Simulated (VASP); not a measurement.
# Sr (P6_3/mmc) in VASP: further runs

Sr is run at these levels: LDA, r2SCAN; tasks: single point.

Everything below comes from runs of VASP 6.6.1. Logs are shortened: lines on timing, memory, paths and dates and some standing lists are left out, and cuts for length are marked.

## Step 1: The cell of the first run

The structure is hexagonal, space group P6_3/mmc (No. 194). Conventional cell: a = 4.195 Å, b = 4.195 Å, c = 6.756 Å, α = 90.00°, β = 90.00°, γ = 120.00°. Sr (site symmetry -6m2) has 12 Sr at 4.16 to 4.20 Å within 5.5 Å.

This isn't the form of Sr at room conditions, which is fcc.

## Step 2: Single point, LDA (strained)

INCAR

```
SYSTEM = Sr
PREC = Accurate
ENCUT = 520
EDIFF = 1E-6
ISMEAR = 0
SIGMA = 0.1
LREAL = .False.
LASPH = .True.
NELM = 100
ALGO = Normal
ISIF = 2
LWAVE = .False.
LCHARG = .True.
GGA = CA
LELF = .True.
LVHAR = .True.
NBANDS = 17
```

KPOINTS

```
regular mesh
0
Gamma
  12 12 6
  0 0 0
```

POSCAR

```
Sr
1.0
    4.1950094148      0.0000000000      0.0000000000
   -2.0975047075      3.6329847223      0.0000000000
    0.0000000000      0.0000000000      6.7561560000
Sr
2
Direct
    0.3333333333      0.6666666667      0.2500000000
    0.6666666667      0.3333333333      0.7500000000
```

Potentials or basis: VASP PAW LDA potentials, release 64 (Sr_sv).

Command:

```sh
cat potpaw_LDA.64/Sr_sv/POTCAR > POTCAR
mpirun -np 1 vasp_std > vasp.out
```

OUTCAR:

```text
SYSTEM = Sr
   PREC = Accurate
   ENCUT = 520
   EDIFF = 1E-6
   ISMEAR = 0
   LREAL = .False.
   LASPH = .True.
   NELM = 100
   ISIF = 2
   GGA = CA

 ion  position               nearest neighbor table
   1  0.333  0.667  0.250-   2 4.16   2 4.16   2 4.16   2 4.16   2 4.16   2 4.16
   2  0.667  0.333  0.750-   1 4.16   1 4.16   1 4.16   1 4.16   1 4.16   1 4.16

  LATTYP: Found a hexagonal cell.
 ALAT       =     4.1950094148
 C/A-ratio  =     1.6105222496

  Lattice vectors:

 A1 = (   4.1950094148,   0.0000000000,   0.0000000000)
 A2 = (  -2.0975047075,   3.6329847223,   0.0000000000)
 A3 = (   0.0000000000,   0.0000000000,   6.7561560000)

Analysis of symmetry for initial positions (statically):
=====================================================================
 Subroutine PRICEL returns:
 Original cell was already a primitive cell.

 Routine SETGRP: Setting up the symmetry group for a
 hexagonal supercell.

 Subroutine GETGRP returns: Found 24 space group operations
 (whereof 12 operations were pure point group operations)
 out of a pool of 24 trial point group operations.

The static configuration has the point symmetry D_3d.
 The point group associated with its full space group is D_6h.

Analysis of symmetry for dynamics (positions and initial velocities):
=====================================================================
 Subroutine PRICEL returns:
 Original cell was already a primitive cell.

 Routine SETGRP: Setting up the symmetry group for a
 hexagonal supercell.

 Subroutine GETGRP returns: Found 24 space group operations
 (whereof 12 operations were pure point group operations)
 out of a pool of 24 trial point group operations.

The dynamic configuration has the point symmetry D_3d.
 The point group associated with its full space group is D_6h.

 Subroutine INISYM returns: Found 24 space group operations
 (whereof 12 operations are pure point group operations),
 and found     1 'primitive' translations

----------------------------------------------------------------------------------------

                                     Primitive cell

  volume of cell :     102.9666

  direct lattice vectors                    reciprocal lattice vectors
     4.195009415  0.000000000  0.000000000     0.238378488  0.137627884  0.000000000
    -2.097504708  3.632984722  0.000000000     0.000000000  0.275255768  0.000000000
     0.000000000  0.000000000  6.756156000     0.000000000  0.000000000  0.148013160

  length of vectors
     4.195009415  4.195009415  6.756156000     0.275255768  0.275255768  0.148013160

  position of ions in fractional coordinates (direct lattice)
     0.333333333  0.666666667  0.250000000
     0.666666667  0.333333333  0.750000000

  ion indices of the primitive-cell ions
   primitive index   ion index
                 1           1
                 2           2

----------------------------------------------------------------------------------------

 KPOINTS: regular mesh

Automatic generation of k-mesh.
 Grid dimensions read from file:
 generate k-points for:   12   12    6

 Generating k-lattice:

  Cartesian coordinates                     Fractional coordinates (reciprocal lattice)
     0.019864874  0.011468990  0.000000000     0.083333333  0.000000000  0.000000000
     0.000000000  0.022937981  0.000000000     0.000000000  0.083333333  0.000000000
     0.000000000  0.000000000  0.024668860     0.000000000  0.000000000  0.166666667

  Length of vectors
     0.022937981  0.022937981  0.024668860

  Shift w.r.t. Gamma in fractional coordinates (k-lattice)
     0.000000000  0.000000000  0.000000000

 Subroutine IBZKPT returns following result:
 ===========================================

 Found     76 irreducible k-points:

 Following reciprocal coordinates:
            Coordinates               Weight
  0.000000  0.000000  0.000000      1.000000
  0.083333  0.000000  0.000000      6.000000
  0.166667  0.000000  0.000000      6.000000
  0.250000 -0.000000  0.000000      6.000000
  0.333333 -0.000000  0.000000      6.000000
  0.416667 -0.000000  0.000000      6.000000
[... 16 lines left out ...]
  0.250000 -0.000000  0.166667     12.000000
  0.333333 -0.000000  0.166667     12.000000
 [... further k-points ...]
   k-points           NKPTS =     76   k-points in BZ     NKDIM =     76   number of bands    NBANDS=     17
   number of dos      NEDOS =    301   number of ions     NIONS =      2
   total plane-waves  NPLWV =  51200
   dimension x,y,z NGX =    32 NGY =   32 NGZ =   50
   dimension x,y,z NGXF=    64 NGYF=   64 NGZF=  100
   ions per type =               2
   NGX,Y,Z   is equivalent  to a cutoff of  12.68, 12.68, 12.30 a.u.
   NGXF,Y,Z  is equivalent  to a cutoff of  25.36, 25.36, 24.61 a.u.
 SYSTEM =  Sr
   PREC   = accura    normal or accurate (medium, high low for compatibility)
   ISTART =      0    job   : 0-new  1-cont  2-samecut
   ICHARG =      2    charge: 1-file 2-atom 10-const
   ISPIN  =      1    spin polarized calculation?
   LNONCOLLINEAR =      F non collinear calculations
   LSORBIT =      F    spin-orbit coupling
   LASPH  =      T    aspherical Exc in radial PAW
   ENCUT  =  520.0 eV  38.22 Ry    6.18 a.u.   7.80  7.80 12.56*2*pi/ulx,y,z
   NELM   =    100;   NELMIN=  2; NELMDL= -5     # of ELM steps
   EDIFF  = 0.1E-05   stopping-criterion for ELM
   LREAL  =      F    real-space projection
   EDIFFG = 0.1E-04   stopping-criterion for IOM
   NSW    =      0    number of steps for IOM
   IBRION =     -1    ionic relax: 0-MD 1-quasi-New 2-CG
   NFREE  =      0    steps in history (QN), initial steepest desc. (CG)
   ISIF   =      2    stress and relaxation
   ISYM   =      2    0-nonsym 1-usesym 2-fastsym
   POTIM  = 0.5000    time-step for ionic-motion
   TEBEG  =    0.0;   TEEND  =   0.0 temperature during run
   PSTRESS=    0.0 pullay stress
   NELECT =      20.0000    total number of electrons
   NUPDOWN=      -1.0000    fix difference up-down
   EMIN   =  10.00;   EMAX   =-10.00  energy-range for DOS
   EFERMI =   0.00;   METHOD = LEGACY
   ISMEAR =     0;   SIGMA  =   0.10  broadening in eV -4-tet -1-fermi 0-gaus
   EFERMI_NEDOS =   21; number of points for ismear=-14 and -15
   IALGO  =     38    algorithm
   IMIX   =      4    mixing-type and parameters
     AMIX     =   0.40;   BMIX     =  1.00
     AMIX_MAG =   1.60;   BMIX_MAG =  1.00
  volume/ion in A,a.u.               =      51.48       347.43
  Fermi-wavevector in a.u.,A,eV,Ry     =   0.948097  1.791644 12.230112  0.898888
  Thomas-Fermi vector in A             =   2.076253
   LORBIT       =      0    0 simple, 1 ext, 2 COOP (PROOUT), +10 PAW based schemes
   GGA     = CA    functional components
   LHFCALC =     F    Hartree Fock is set to
   AEXX    =    0.0000 exact exchange contribution
   IVDW    =     0    specifies the selected vdW correction
   LEPSILON=     F    determine dielectric tensor
   LRPA    =     F    only Hartree local field effects (RPA)
 non-spin polarized calculation
 Gauss-broadening in eV      SIGMA  =   0.10
  energy-cutoff  :      520.00
  volume of cell :      102.97
 maximum number of plane-waves:      2802
 NGX is ok and might be reduce to    32
   NGX = 15   NGY = 15   NGZ = 25

 number of electron      20.0000000 magnetization

 Free energy of the ion-electron system (eV)
  ---------------------------------------------------
  ext. energy  EPLUGINS =         0.00000000
  ---------------------------------------------------
  free energy    TOTEN  =        -3.77449624 eV

  energy without entropy =       -3.76277294  energy(sigma->0) =       -3.76863459

 E-fermi :   1.6761     XC(G=0):  -7.7656

 val. band max:        1.6717449543   @ k =   0.4167  -0.0000   0.0000
 cond. band min:       1.6789360677   @ k =   0.3333   0.3333   0.3333
 fundamental gap:      0.0071911134
 Fermi energy:         1.6760838537

 k-point     1 :       0.0000    0.0000    0.0000
  band No.  band energies     occupation
      1     -34.6764      2.00000
      2     -34.6554      2.00000
      3     -16.9079      2.00000
      4     -16.6841      2.00000
      5     -16.6841      2.00000
      6     -16.6467      2.00000
[... 9 lines left out ...]
     16       4.3573      0.00000
     17       4.8345      0.00000

 k-point     2 :       0.0833    0.0000    0.0000
  band No.  band energies     occupation
      1     -34.6753      2.00000
      2     -34.6549      2.00000
      3     -16.9022      2.00000
      4     -16.6965      2.00000
      5     -16.6881      2.00000
      6     -16.6597      2.00000
[... 9 lines left out ...]
     16       4.4567      0.00000
     17       4.6797      0.00000

 k-point     3 :       0.1667    0.0000    0.0000
  band No.  band energies     occupation
      1     -34.6721      2.00000
      2     -34.6536      2.00000
      3     -16.8859      2.00000
      4     -16.7306      2.00000
      5     -16.6989      2.00000
      6     -16.6946      2.00000
[... 9 lines left out ...]
     16       4.4563      0.00000
     17       4.5011      0.00000

 k-point     4 :       0.2500   -0.0000    0.0000
  band No.  band energies     occupation
      1     -34.6676      2.00000
      2     -34.6520      2.00000
      3     -16.8614      2.00000
      4     -16.7774      2.00000
      5     -16.7409      2.00000
      6     -16.7131      2.00000
[... 9 lines left out ...]
     16       4.7661      0.00000
     17       4.8606      0.00000
[... 343 lines left out ...]
      1     -34.6709      2.00000
      2     -34.6548      2.00000
      3     -16.8732      2.00000
      4     -16.7262      2.00000
      5     -16.7064      2.00000
      6     -16.6959      2.00000
[... 9 lines left out ...]
     16       4.4939      0.00000
     17       4.8343      0.00000

 k-point    23 :       0.2500   -0.0000    0.1667
  band No.  band energies     occupation
      1     -34.6665      2.00000
      2     -34.6530      2.00000
      3     -16.8568      2.00000
      4     -16.7689      2.00000
      5     -16.7507      2.00000
      6     -16.7097      2.00000
[... 9 lines left out ...]
     16       4.7732      0.00000
     17       5.0006      0.00000

 k-point    24 :       0.3333   -0.0000    0.1667
  band No.  band energies     occupation
      1     -34.6619      2.00000
      2     -34.6515      2.00000
      3     -16.8531      2.00000
      4     -16.8041      2.00000
      5     -16.7851      2.00000
      6     -16.7231      2.00000
[... 9 lines left out ...]
     16       5.3029      0.00000
     17       5.3094      0.00000

 [... further k-points ...]

------------------------ aborting loop because EDIFF is reached ----------------------------------------

  FORCE on cell =-STRESS in cart. coord.  units (eV):
  Direction    XX          YY          ZZ          XY          YZ          ZX
  --------------------------------------------------------------------------------------
  -------------------------------------------------------------------------------------
  Total       -0.4814504     -0.4814504     -0.2633483      0.0000000     -0.0000000      0.0000000
  in kB       -7.4914519     -7.4914519     -4.0977445      0.0000000     -0.0000000      0.0000000
  external PRESSURE =      -6.3602161 kB  Pullay stress =       0.0000000 kB

 VOLUME and BASIS-vectors are now :
 -----------------------------------------------------------------------------
  energy-cutoff  :      520.00
  volume of cell :      102.97
      direct lattice vectors                 reciprocal lattice vectors
     4.195009415  0.000000000  0.000000000     0.238378488  0.137627884  0.000000000
    -2.097504708  3.632984722  0.000000000     0.000000000  0.275255768  0.000000000
     0.000000000  0.000000000  6.756156000     0.000000000  0.000000000  0.148013160

 POSITION                                       TOTAL-FORCE (eV/Angst)
 -----------------------------------------------------------------------------------
     -0.00000      2.42199      1.68904         0.000000      0.000000      0.000000
      2.09750      1.21099      5.06712        -0.000000     -0.000000      0.000000
 -----------------------------------------------------------------------------------
    total drift:                                0.000000     -0.000000      0.000000

  FREE ENERGIE OF THE ION-ELECTRON SYSTEM (eV)
  ---------------------------------------------------
  free  energy   TOTEN  =        -3.7744962361 eV

  energy  without entropy=       -3.7627729428  energy(sigma->0) =       -3.76863459
```

Wall time 31 s (1 thread of Intel Xeon 6975P-C (Granite Rapids), shared host); peak memory 0.25 GiB.

What came out:

```
Free energy            : -3.7745 eV
Pressure               : -0.6 GPa
Band gap on the k mesh : zero (bands 10 and 11 overlap by 0.22 eV)
```

Stress tensor (GPa, compression positive):
```
-0.75  0.00  0.00
 0.00 -0.75  0.00
 0.00  0.00 -0.41
```

Levels at points of the mesh, in eV from the Fermi level:
| k point | band 7 | band 8 | band 9 | band 10 | band 11 | band 12 | band 13 | band 14 |
| --- | --- | --- | --- | --- | --- | --- | --- | --- |
| (0.00, 0.00, 0.00) | -18.32 | -18.32 | -3.79 | -1.20 | 0.25 | 2.23 | 2.23 | 2.32 |
| (0.50, 0.00, 0.00) | -18.38 | -18.35 | -1.20 | -0.54 | -0.01 | 0.16 | 1.37 | 1.97 |
| (0.00, 0.00, 0.50) | -18.34 | -18.34 | -2.77 | -2.77 | 1.28 | 1.28 | 2.21 | 2.21 |
| (0.50, 0.00, 0.50) | -18.39 | -18.39 | -0.91 | -0.91 | 0.31 | 0.31 | 1.31 | 1.31 |

Caveat: the cell differs from its parent crystal (strained).

## Step 3: Single point, r2SCAN (strained)

POSCAR

```
Sr
1.0
    4.4474461277      0.0000000000      0.0000000000
   -2.2237230639      3.8516013285      0.0000000000
    0.0000000000      0.0000000000      7.2748245000
Sr
2
Direct
    0.3333333333      0.6666666667      0.2500000000
    0.6666666667      0.3333333333      0.7500000000
```

INCAR.step1

```
SYSTEM = Sr
ALGO = Normal
EDIFF = 1E-4
ENCUT = 520
GGA = PE
ISMEAR = 0
LASPH = .True.
LCHARG = .False.
LREAL = .False.
LWAVE = .True.
NBANDS = 17
NELM = 80
PREC = Accurate
SIGMA = 0.1
```

INCAR.step2

```
SYSTEM = Sr
ALGO = Normal
EDIFF = 1E-6
ENCUT = 520
ISIF = 2
ISMEAR = 0
ISTART = 1
LASPH = .True.
LCHARG = .True.
LELF = .True.
LMIXTAU = .True.
LREAL = .False.
LVHAR = .True.
LWAVE = .False.
METAGGA = R2SCAN
NBANDS = 17
NELM = 80
PREC = Accurate
SIGMA = 0.1
```

KPOINTS

```
k-points
0
Gamma
  12 12 6
  0 0 0
```

Potentials or basis: VASP PAW PBE potentials, release 64 (Sr_sv).

Command:

```sh
cat potpaw_PBE.64/Sr_sv/POTCAR > POTCAR
cp INCAR.step1 INCAR
mpirun -np 1 vasp_std > vasp.out
cp INCAR.step2 INCAR
mpirun -np 1 vasp_std > vasp.out
```

Run time: 3.5 min. Hardware: 1 thread of Intel Xeon 6975P-C (Granite Rapids), shared host; peak memory 0.35 GiB.

The run converged. Its results:

```yaml
Free_energy: -30.1672 eV
Pressure: -0.9 GPa
Band_gap_on_the_k_mesh: zero (bands 10 and 11 overlap by 0.46 eV)
```

Stress tensor (GPa, compression positive):
```
-0.94  0.00  0.00
 0.00 -0.94  0.00
 0.00  0.00 -0.82
```

Levels at points of the mesh, in eV from the Fermi level:
```tsv
k point	band 7	band 8	band 9	band 10	band 11	band 12	band 13	band 14
(0.00, 0.00, 0.00)	-19.58	-19.57	-3.68	-1.04	-0.20	2.48	2.48	2.49
(0.50, 0.00, 0.00)	-19.60	-19.60	-1.11	-0.66	0.21	0.37	1.30	1.88
(0.00, 0.00, 0.50)	-19.59	-19.59	-2.78	-2.78	1.38	1.38	2.48	2.48
(0.50, 0.00, 0.50)	-19.61	-19.61	-0.71	-0.71	0.06	0.06	1.48	1.48
```

Caveat: the cell differs from its parent crystal (strained); the PAW data sets were made with another functional, which shifts forces and pressure a little.
